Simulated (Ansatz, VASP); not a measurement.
## One calculation of Be, two programs

```
Be
1.0
     0.00000    1.57919    1.57919
     1.57919    0.00000    1.57919
     1.57919    1.57919    0.00000
Be
1
Direct
  0.00000 0.00000 0.00000
```

Alike in both runs: task single point; functional PBE; k mesh 28 × 28 × 28; occupations fermi-dirac, width 0.1 eV; no spin polarisation.

|  | VASP | Ansatz |
| --- | --- | --- |
| version | VASP 6.6.1 | Ansatz 0.2.0 |
| potentials or method | VASP PAW PBE potentials, release 64 (Be), cutoff 520 eV | plane waves (420 eV) with PAW, scalar-relativistic |
| valence electrons in the cell | 2 | 2 |

|  | VASP | Ansatz | Ansatz less VASP |
| --- | --- | --- | --- |
| pressure (GPa) | 0.2 | 0.0 | -0.14 |
